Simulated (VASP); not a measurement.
**Br: single point with LDA**

Crystal: Br.

```
Br
1.0
     0.00000    2.62761    2.62761
     2.62761    0.00000    2.62761
     2.62761    2.62761    0.00000
Br
2
Direct
  0.87500 0.87500 0.87500
  0.12500 0.12500 0.12500
```

* Program: VASP 6.6.1
* Task: single point
* Functional: LDA
* Potentials or basis: VASP PAW LDA potentials, release 64 (Br)
* Cutoff: 500 eV
* k mesh: 12 × 12 × 12
* Occupations: fermi-dirac, width 0.1 eV
* Spin: no spin polarisation

```json
{"Pressure": "79.5 GPa", "Band gap on the k mesh": "zero (band 7 reaches 10.49 eV, above the bottom of band 8 at 4.91 eV)"}
```

Levels at points of the mesh, in eV from the Fermi level:
| k point | band 4 | band 5 | band 6 | band 7 | band 8 | band 9 | band 10 | band 11 |
| --- | --- | --- | --- | --- | --- | --- | --- | --- |
| (0.00, 0.00, 0.00) | -7.41 | -7.41 | -3.36 | -3.36 | -3.36 | 3.55 | 6.57 | 6.57 |
| (0.50, 0.00, 0.00) | -8.54 | -7.48 | -1.69 | -1.69 | 2.04 | 6.39 | 6.50 | 7.85 |
| (0.50, 0.50, 0.00) | -9.83 | -4.74 | -4.74 | 2.22 | 2.22 | 6.16 | 6.16 | 9.66 |

Run time: 23 s on 1 thread of Intel(R) Xeon(R) Platinum 8259CL CPU @ 2.50GHz (Skylake/Cascade Lake), on a shared host, peak memory 0.15 GiB.
